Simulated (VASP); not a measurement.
Ta: single point with HSE06

Crystal: Ta.

```
Ta
1.0
    -1.67301    1.67301    1.67301
     1.67301   -1.67301    1.67301
     1.67301    1.67301   -1.67301
Ta
1
Direct
  0.00000 0.00000 0.00000
```

```yaml
Program: VASP 6.6.1
Task: single point
Functional: HSE06
Potentials_or_basis: VASP PAW PBE potentials, release 64 (Ta_pv)
Cutoff: 520 eV
k_mesh: 6 × 6 × 6
Occupations: fermi-dirac, width 0.05 eV
Spin: no spin polarisation
```

```yaml
Pressure: -4.5 GPa
Band_gap_on_the_k_mesh: zero (an odd number of electrons rules out a gap without spin polarisation)
```

Levels at points of the mesh, in eV from the Fermi level:
```
           k point  band 2  band 3  band 4  band 5  band 6  band 7  band 8  band 9
(0.00, 0.00, 0.00)  -35.52  -35.52   -8.72    1.32    1.32    1.32    4.82    4.82
(0.50, 0.00, 0.00)  -35.88  -35.52   -4.68   -1.48    1.34    4.65    5.66    8.44
(0.50, 0.50, 0.50)  -36.30  -36.30   -3.96   -3.96    7.50    7.50    7.50    9.17
```

Run time: 7.7 min on 1 thread of Intel(R) Xeon(R) 6975P-C (Granite Rapids) (shared host), peak memory 0.25 GiB.

Caveat: the k points lie up to 0.44 Å⁻¹ apart, too coarse for converged energies and pressures of a metal; the PAW data sets were made with another functional, which shifts forces and pressure a little; spin-orbit coupling is left out, which moves the levels of the heavy elements.
